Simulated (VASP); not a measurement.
# I (Cmce) in VASP: further runs, part 2 of 2

VASP 6.6.1. Earlier steps stand in the parts before.

## Step 4: Density of states, PBE

POSCAR

```
I
1.0
    3.6275000000     -2.3975000000      0.0000000000
    3.6275000000      2.3975000000      0.0000000000
    0.0000000000      0.0000000000      9.7800000000
I
4
Direct
    0.8500000000      0.1500000000      0.1170000000
    0.6500000000      0.3500000000      0.6170000000
    0.1500000000      0.8500000000      0.8830000000
    0.3500000000      0.6500000000      0.3830000000
```

INCAR.step1

```
SYSTEM = I
PREC = Accurate
ENCUT = 520
EDIFF = 1E-6
ISMEAR = -1
SIGMA = 0.03
LREAL = .FALSE.
LASPH = .TRUE.
NELM = 80
ALGO = Normal
ISIF = 2
LWAVE = .FALSE.
LCHARG = .TRUE.
GGA = PE
NBANDS = 22
```

KPOINTS.step1

```
regular mesh
0
G
  6 6 3
  0 0 0
```

INCAR.step2

```
SYSTEM = I
PREC = Accurate
ENCUT = 520
EDIFF = 1E-6
ISMEAR = -5
SIGMA = 0.03
LREAL = .FALSE.
LASPH = .TRUE.
NELM = 80
ALGO = Normal
ISIF = 2
LWAVE = .FALSE.
LCHARG = .FALSE.
GGA = PE
LORBIT = 11
NBANDS = 22
NEDOS = 2001
ICHARG = 11
```

KPOINTS.step2

```
regular mesh
0
G
  9 9 5
  0 0 0
```

Potentials or basis: VASP PAW PBE potentials, release 64 (I).

Launch:

```
$ cat potpaw_PBE.64/I/POTCAR > POTCAR
$ cp INCAR.step1 INCAR
$ cp KPOINTS.step1 KPOINTS
$ mpirun -np 1 vasp_std > vasp.out
$ cp INCAR.step2 INCAR
$ cp KPOINTS.step2 KPOINTS
$ mpirun -np 1 vasp_std > vasp.out
```

OUTCAR:

```text
SYSTEM = I
   PREC = Accurate
   ENCUT = 520
   EDIFF = 1E-6
   ISMEAR = -5
   LREAL = .FALSE.
   LASPH = .TRUE.
   NELM = 80
   ISIF = 2
   GGA = PE
   LORBIT = 11
   ICHARG = 11

 ion  position               nearest neighbor table
   1  0.850  0.150  0.117-   3 2.70   4 3.54   4 3.54
   2  0.650  0.350  0.617-   4 2.70   3 3.54   3 3.54
   3  0.150  0.850  0.883-   1 2.70   2 3.54   2 3.54
   4  0.350  0.650  0.383-   2 2.70   1 3.54   1 3.54

  LATTYP: Found a base centered orthorhombic cell.
 ALAT       =     4.7950000000
 B/A-ratio  =     1.5130344108
 C/A-ratio  =     2.0396246090

  Lattice vectors:

 A1 = (  -3.6275000000,  -2.3975000000,   0.0000000000)
 A2 = (   3.6275000000,  -2.3975000000,   0.0000000000)
 A3 = (   0.0000000000,   0.0000000000,   9.7800000000)

Analysis of symmetry for initial positions (statically):
=====================================================================
 Subroutine PRICEL returns:
 Original cell was already a primitive cell.

[... 185 lines left out ...]
      1     -10.9933      2.00000
      2     -10.5007      2.00000
      3      -9.0343      2.00000
      4      -8.0493      2.00000
      5      -1.9678      2.00000
      6      -0.6071      2.00000
[... 589 lines left out ...]
     21      11.0133      0.00000
     22      11.4672      0.00000

 [... further k-points ...]

------------------------ aborting loop because EDIFF is reached ----------------------------------------

  FORCE on cell =-STRESS in cart. coord.  units (eV):
  Direction    XX          YY          ZZ          XY          YZ          ZX
  --------------------------------------------------------------------------------------
  -------------------------------------------------------------------------------------
  Total        1.3766553      1.0109842      2.0556857      0.0000000     -0.0000000      0.0000000
  in kB       12.9658471      9.5218224     19.3612061      0.0000000     -0.0000000      0.0000000
  external PRESSURE =      13.9496252 kB  Pullay stress =       0.0000000 kB

 VOLUME and BASIS-vectors are now :
 -----------------------------------------------------------------------------
  energy-cutoff  :      520.00
  volume of cell :      170.11
      direct lattice vectors                 reciprocal lattice vectors
     3.627500000 -2.397500000  0.000000000     0.137835975 -0.208550574  0.000000000
     3.627500000  2.397500000  0.000000000     0.137835975  0.208550574  0.000000000
     0.000000000  0.000000000  9.780000000     0.000000000  0.000000000  0.102249489

 POSITION                                       TOTAL-FORCE (eV/Angst)
 -----------------------------------------------------------------------------------
      3.62750     -1.67825      1.14426         0.000000      0.288187      0.551285
      3.62750     -0.71925      6.03426         0.000000     -0.288187      0.551285
      3.62750      1.67825      8.63574         0.000000     -0.288187     -0.551285
      3.62750      0.71925      3.74574         0.000000      0.288187     -0.551285
 -----------------------------------------------------------------------------------
    total drift:                                0.000000      0.000000      0.000000

  FREE ENERGIE OF THE ION-ELECTRON SYSTEM (eV)
  ---------------------------------------------------
  free  energy   TOTEN  =        -5.9232927189 eV

  energy  without entropy=       -5.9232927189  energy(sigma->0) =       -5.92329272

 total charge

# of ion       s       p       d       tot
------------------------------------------
    1        1.538   2.654   0.031   4.223
    2        1.538   2.654   0.031   4.223
    3        1.538   2.654   0.031   4.223
    4        1.538   2.654   0.031   4.223
--------------------------------------------------
tot          6.152  10.615   0.124  16.891
```

Wall time 6.9 min (1 thread of AMD EPYC 7R13, shared host); peak memory 0.35 GiB.

Results:

| Property | Result |
| --- | --- |
| Valence electrons inside the program's atomic spheres | I 4.22 |

Levels at points of the mesh, in eV from the valence-band top:
```
           k point  band 10  band 11  band 12  band 13  band 14  band 15  band 16  band 17  band 18  band 19
(0.00, 0.00, 0.00)    -1.14    -1.08    -0.51    -0.08    -0.01     1.36     2.17     5.27     5.34     5.50
```

Caveat: spin-orbit coupling is left out, which moves the levels of the heavy elements.

## Step 5: Electric field gradients, LDA

INCAR

```
  PREC = Accurate
  ENCUT = 520
  EDIFF = 1E-8
  ISMEAR = -1
  SIGMA = 0.03
  LREAL = False
  LASPH = True
  NELM = 100
  ALGO = Normal
  ISIF = 2
  LWAVE = False
  LCHARG = False
  GGA = CA
  LEFG = True
  NBANDS = 22
```

KPOINTS

```
regular mesh
0
Gamma
  6 6 3
```

POSCAR is that of step 4.

Potentials or basis: VASP PAW LDA potentials, release 64 (I).

Launch:

```
$ cat potpaw_LDA.64/I/POTCAR > POTCAR
$ mpirun -np 1 vasp_std > vasp.out
```

OUTCAR:

```text
PREC = Accurate
   ENCUT = 520
   EDIFF = 1E-8
   ISMEAR = -1
   LREAL = False
   LASPH = True
   NELM = 100
   ISIF = 2
   GGA = CA

 ion  position               nearest neighbor table
   1  0.850  0.150  0.117-   3 2.70   4 3.54   4 3.54
   2  0.650  0.350  0.617-   4 2.70   3 3.54   3 3.54
   3  0.150  0.850  0.883-   1 2.70   2 3.54   2 3.54
   4  0.350  0.650  0.383-   2 2.70   1 3.54   1 3.54

  LATTYP: Found a base centered orthorhombic cell.
 ALAT       =     4.7950000000
 B/A-ratio  =     1.5130344108
 C/A-ratio  =     2.0396246090

  Lattice vectors:

 A1 = (  -3.6275000000,  -2.3975000000,   0.0000000000)
 A2 = (   3.6275000000,  -2.3975000000,   0.0000000000)
 A3 = (   0.0000000000,   0.0000000000,   9.7800000000)

Analysis of symmetry for initial positions (statically):
=====================================================================
 Subroutine PRICEL returns:
 Original cell was already a primitive cell.
[... 805 lines left out ...]
      3.62750     -1.67825      1.14426         0.000000      0.208612      0.476999
      3.62750     -0.71925      6.03426         0.000000     -0.208612      0.476999
      3.62750      1.67825      8.63574         0.000000     -0.208612     -0.476999
      3.62750      0.71925      3.74574         0.000000      0.208612     -0.476999
 -----------------------------------------------------------------------------------
    total drift:                                0.000000      0.000000      0.000000

  FREE ENERGIE OF THE ION-ELECTRON SYSTEM (eV)
  ---------------------------------------------------
  free  energy   TOTEN  =        -7.8373640861 eV

  energy  without entropy=       -7.8373640858  energy(sigma->0) =       -7.83736409

 Electric field gradients (V/A^2)
---------------------------------------------------------------------
 ion       V_xx      V_yy      V_zz      V_xy      V_xz      V_yz
---------------------------------------------------------------------
   1    -756.678    18.690   737.988     0.000    -0.000   707.445
   2    -756.678    18.690   737.988    -0.000    -0.000  -707.445
   3    -756.678    18.690   737.988     0.000    -0.000   707.445
   4    -756.678    18.690   737.988     0.000    -0.000  -707.445
---------------------------------------------------------------------

 Electric field gradients after diagonalization (V/A^2)
 (convention: |V_zz| > |V_xx| > |V_yy|)
----------------------------------------------------------------------
 ion       V_xx      V_yy      V_zz     asymmetry (V_yy - V_xx)/ V_zz
----------------------------------------------------------------------
   1    -756.678  -415.276  1171.955       0.291
   2    -756.678  -415.276  1171.955       0.291
   3    -756.678  -415.276  1171.955       0.291
   4    -756.678  -415.276  1171.955       0.291
----------------------------------------------------------------------

           NMR quadrupolar parameters

 Cq : quadrupolar parameter    Cq=e*Q*V_zz/h
 eta: asymmetry parameters     (V_yy - V_xx)/ V_zz
 Q  : nuclear electric quadrupole moment in mb (millibarn)
----------------------------------------------------------------------
 ion       Cq(MHz)       eta       Q (mb)
----------------------------------------------------------------------
   1       2.834       0.291       1.000
   2       2.834       0.291       1.000
   3       2.834       0.291       1.000
   4       2.834       0.291       1.000
----------------------------------------------------------------------
```

Run time: 51 s. Hardware: 1 thread of AMD EPYC 9R45 (Zen 5), shared host; peak memory 0.21 GiB.

Results:

| Property | Result |
| --- | --- |
| Free energy | -7.8374 eV |
| Pressure | -1.2 GPa |
| Largest force | 0.521 eV/Å |
| Band gap on the k mesh | 1.17 eV, indirect (least direct gap 1.28 eV) |

Forces in eV/Å, atoms in the order of the input:
```
I    0.000  0.209  0.477
I    0.000 -0.209  0.477
I    0.000 -0.209 -0.477
I    0.000  0.209 -0.477
```

Electric field gradients, principal values (V/Å²):
```tsv
atom	least	middle	greatest (by size)
1 I	-415.276	-756.678	1171.955
2 I	-415.276	-756.678	1171.955
3 I	-415.276	-756.678	1171.955
4 I	-415.276	-756.678	1171.955
```

Caveat: without QUAD_EFG the Cq values of the log hold for a quadrupole moment of 1 mb, not for the nuclei; spin-orbit coupling is left out, which moves the levels of the heavy elements. A hybrid or GW would open this gap; LDA tends to underestimate it.

## Step 6: Electric field gradients, PBEsol

INCAR

```
SYSTEM = I
ALGO = Normal
EDIFF = 1E-8
ENCUT = 520
GGA = PS
ISIF = 2
ISMEAR = -1
LASPH = .True.
LCHARG = .False.
LEFG = .True.
LREAL = .False.
LWAVE = .False.
NBANDS = 22
NELM = 60
PREC = Accurate
SIGMA = 0.03
```

KPOINTS

```
k-points
0
Gamma
  6 6 3
  0 0 0
```

POSCAR is that of step 5.

Potentials or basis: VASP PAW PBE potentials, release 64 (I).

Launch:

```
$ cat potpaw_PBE.64/I/POTCAR > POTCAR
$ mpirun -np 1 vasp_std > vasp.out
```

OUTCAR:

```text
SYSTEM = I
   EDIFF = 1E-8
   ENCUT = 520
   GGA = PS
   ISIF = 2
   ISMEAR = -1
   LASPH = .True.
   LREAL = .False.
   NELM = 60
   PREC = Accurate

 ion  position               nearest neighbor table
   1  0.850  0.150  0.117-   3 2.70   4 3.54   4 3.54
   2  0.650  0.350  0.617-   4 2.70   3 3.54   3 3.54
   3  0.150  0.850  0.883-   1 2.70   2 3.54   2 3.54
   4  0.350  0.650  0.383-   2 2.70   1 3.54   1 3.54

  LATTYP: Found a base centered orthorhombic cell.
 ALAT       =     4.7950000000
 B/A-ratio  =     1.5130344108
 C/A-ratio  =     2.0396246090

  Lattice vectors:

 A1 = (  -3.6275000000,  -2.3975000000,   0.0000000000)
 A2 = (   3.6275000000,  -2.3975000000,   0.0000000000)
 A3 = (   0.0000000000,   0.0000000000,   9.7800000000)

Analysis of symmetry for initial positions (statically):
=====================================================================
 Subroutine PRICEL returns:
 Original cell was already a primitive cell.

 Routine SETGRP: Setting up the symmetry group for a
 base centered orthorhombic supercell.

 Subroutine GETGRP returns: Found  8 space group operations
 (whereof  4 operations were pure point group operations)
 out of a pool of  8 trial point group operations.

The static configuration has the point symmetry C_2h.
 The point group associated with its full space group is D_2h.

Analysis of symmetry for dynamics (positions and initial velocities):
=====================================================================
 Subroutine PRICEL returns:
 Original cell was already a primitive cell.

 Routine SETGRP: Setting up the symmetry group for a
 base centered orthorhombic supercell.

 Subroutine GETGRP returns: Found  8 space group operations
 (whereof  4 operations were pure point group operations)
 out of a pool of  8 trial point group operations.

The dynamic configuration has the point symmetry C_2h.
 The point group associated with its full space group is D_2h.

 Subroutine INISYM returns: Found  8 space group operations
 (whereof  4 operations are pure point group operations),
 and found     1 'primitive' translations

----------------------------------------------------------------------------------------

                                     Primitive cell

  volume of cell :     170.1120

  direct lattice vectors                    reciprocal lattice vectors
     3.627500000 -2.397500000  0.000000000     0.137835975 -0.208550574  0.000000000
     3.627500000  2.397500000  0.000000000     0.137835975  0.208550574  0.000000000
     0.000000000  0.000000000  9.780000000     0.000000000  0.000000000  0.102249489

  length of vectors
     4.348190716  4.348190716  9.780000000     0.249984195  0.249984195  0.102249489

  position of ions in fractional coordinates (direct lattice)
     0.850000000  0.150000000  0.117000000
     0.650000000  0.350000000  0.617000000
     0.150000000  0.850000000  0.883000000
     0.350000000  0.650000000  0.383000000

[... 90 lines left out ...]
   NUPDOWN=      -1.0000    fix difference up-down
   EMIN   =  10.00;   EMAX   =-10.00  energy-range for DOS
   EFERMI =   0.00;   METHOD = LEGACY
   ISMEAR =    -1;   SIGMA  =   0.03  broadening in eV -4-tet -1-fermi 0-gaus
   EFERMI_NEDOS =   21; number of points for ismear=-14 and -15
   IALGO  =     38    algorithm
   IMIX   =      4    mixing-type and parameters
     AMIX     =   0.40;   BMIX     =  1.00
     AMIX_MAG =   1.60;   BMIX_MAG =  1.00
  volume/ion in A,a.u.               =      42.53       286.99
  Fermi-wavevector in a.u.,A,eV,Ry     =   0.897186  1.695436 10.951913  0.804943
  Thomas-Fermi vector in A             =   2.019739
   LORBIT       =      0    0 simple, 1 ext, 2 COOP (PROOUT), +10 PAW based schemes
   GGA     = PS    functional components
   LHFCALC =     F    Hartree Fock is set to
   AEXX    =    0.0000 exact exchange contribution
   IVDW    =     0    specifies the selected vdW correction
   LEPSILON=     F    determine dielectric tensor
   LRPA    =     F    only Hartree local field effects (RPA)
 non-spin polarized calculation
  energy-cutoff  :      520.00
  volume of cell :      170.11
 maximum number of plane-waves:      4606
   NGX = 17   NGY = 17   NGZ = 37

 number of electron      28.0000000 magnetization

 Free energy of the ion-electron system (eV)
  ---------------------------------------------------
  ext. energy  EPLUGINS =         0.00000000
  ---------------------------------------------------
  free energy    TOTEN  =        -6.86434033 eV

  energy without entropy =       -6.86434033  energy(sigma->0) =       -6.86434033

 E-fermi :   3.0130     XC(G=0):  -8.2204

 val. band max:        2.4083361796   @ k =   0.0000   0.0000   0.0000
 cond. band min:       3.6321526976   @ k =   0.5000   0.5000   0.0000
 fundamental gap:      1.2238165181
 Fermi energy:         3.0129707372

 k-point     1 :       0.0000    0.0000    0.0000
  band No.  band energies     occupation
      1     -11.1372      2.00000
      2     -10.6429      2.00000
      3      -9.1740      2.00000
      4      -8.1847      2.00000
      5      -2.1083      2.00000
      6      -0.7333      2.00000
[... 589 lines left out ...]
     21       9.7390      0.00000
     22      10.2964      0.00000

 [... further k-points ...]

------------------------ aborting loop because EDIFF is reached ----------------------------------------

  FORCE on cell =-STRESS in cart. coord.  units (eV):
  Direction    XX          YY          ZZ          XY          YZ          ZX
  --------------------------------------------------------------------------------------
  -------------------------------------------------------------------------------------
  Total        0.0441425     -0.8312447     -0.0854679      0.0000000      0.0000000      0.0000000
  in kB        0.4157507     -7.8289697     -0.8049679      0.0000000      0.0000000      0.0000000
  external PRESSURE =      -2.7393956 kB  Pullay stress =       0.0000000 kB

 VOLUME and BASIS-vectors are now :
 -----------------------------------------------------------------------------
  energy-cutoff  :      520.00
  volume of cell :      170.11
      direct lattice vectors                 reciprocal lattice vectors
     3.627500000 -2.397500000  0.000000000     0.137835975 -0.208550574  0.000000000
     3.627500000  2.397500000  0.000000000     0.137835975  0.208550574  0.000000000
     0.000000000  0.000000000  9.780000000     0.000000000  0.000000000  0.102249489

 POSITION                                       TOTAL-FORCE (eV/Angst)
 -----------------------------------------------------------------------------------
      3.62750     -1.67825      1.14426         0.000000      0.231326      0.500317
      3.62750     -0.71925      6.03426         0.000000     -0.231326      0.500317
      3.62750      1.67825      8.63574         0.000000     -0.231326     -0.500317
      3.62750      0.71925      3.74574         0.000000      0.231326     -0.500317
 -----------------------------------------------------------------------------------
    total drift:                                0.000000      0.000000      0.000000

  FREE ENERGIE OF THE ION-ELECTRON SYSTEM (eV)
  ---------------------------------------------------
  free  energy   TOTEN  =        -6.8643403284 eV

  energy  without entropy=       -6.8643403282  energy(sigma->0) =       -6.86434033

 Electric field gradients (V/A^2)
---------------------------------------------------------------------
 ion       V_xx      V_yy      V_zz      V_xy      V_xz      V_yz
---------------------------------------------------------------------
   1    -747.031    16.566   730.465     0.000    -0.000   701.993
   2    -747.031    16.566   730.465     0.000    -0.000  -701.993
   3    -747.031    16.566   730.465     0.000    -0.000   701.993
   4    -747.031    16.566   730.465     0.000     0.000  -701.993
---------------------------------------------------------------------

 Electric field gradients after diagonalization (V/A^2)
 (convention: |V_zz| > |V_xx| > |V_yy|)
----------------------------------------------------------------------
 ion       V_xx      V_yy      V_zz     asymmetry (V_yy - V_xx)/ V_zz
----------------------------------------------------------------------
   1    -747.031  -414.017  1161.048       0.287
   2    -747.031  -414.017  1161.048       0.287
   3    -747.031  -414.017  1161.048       0.287
   4    -747.031  -414.017  1161.048       0.287
----------------------------------------------------------------------

           NMR quadrupolar parameters

 Cq : quadrupolar parameter    Cq=e*Q*V_zz/h
 eta: asymmetry parameters     (V_yy - V_xx)/ V_zz
 Q  : nuclear electric quadrupole moment in mb (millibarn)
----------------------------------------------------------------------
 ion       Cq(MHz)       eta       Q (mb)
----------------------------------------------------------------------
   1       2.807       0.287       1.000
   2       2.807       0.287       1.000
   3       2.807       0.287       1.000
   4       2.807       0.287       1.000
----------------------------------------------------------------------
```

Wall time 58 s (1 thread of AMD EPYC 9R45 (Zen 5), shared host); peak memory 0.26 GiB.

Results:

* Free energy: -6.8643 eV
* Pressure: -0.3 GPa
* Largest force: 0.551 eV/Å
* Band gap on the k mesh: 1.22 eV, indirect (least direct gap 1.33 eV)

Forces in eV/Å, atoms in the order of the input:
```
I    0.000  0.231  0.500
I    0.000 -0.231  0.500
I    0.000 -0.231 -0.500
I    0.000  0.231 -0.500
```

Electric field gradients, principal values (V/Å²):
```
atom     least    middle  greatest (by size)
 1 I  -414.017  -747.031            1161.048
 2 I  -414.017  -747.031            1161.048
 3 I  -414.017  -747.031            1161.048
 4 I  -414.017  -747.031            1161.048
```

Caveat: without QUAD_EFG the Cq values of the log hold for a quadrupole moment of 1 mb, not for the nuclei; the PAW data sets were made with another functional, which shifts forces and pressure a little; spin-orbit coupling is left out, which moves the levels of the heavy elements.

## Step 7: Overview

| task | level | potentials or basis | k mesh for the DOS | occupations for the DOS | gap on the mesh (eV) | pressure (GPa) | largest force (eV/Å) |
| --- | --- | --- | --- | --- | --- | --- | --- |
| electric field gradients | PBE | VASP PAW PBE potentials, release 64 (I) | - | - | 1.27 | 1.4 | 0.62 |
| density of states | PBE | VASP PAW PBE potentials, release 64 (I) | 9 × 9 × 5 | tetrahedron | - | - | - |
| electric field gradients | LDA | VASP PAW LDA potentials, release 64 (I) | - | - | 1.17 | -1.2 | 0.52 |
| electric field gradients | PBEsol | VASP PAW PBE potentials, release 64 (I) | - | - | 1.22 | -0.3 | 0.55 |

Alike in all rows: no spin polarisation; cell as given; k mesh 6 × 6 × 3; cutoff (eV) 520; smearing fermi-dirac 0.03 eV.

Caveats: spin-orbit coupling is left out, which moves the levels of the heavy elements; the PAW data sets were made with another functional, which shifts forces and pressure a little (some runs).

Absolute energies hang on the potentials; compare differences alone.
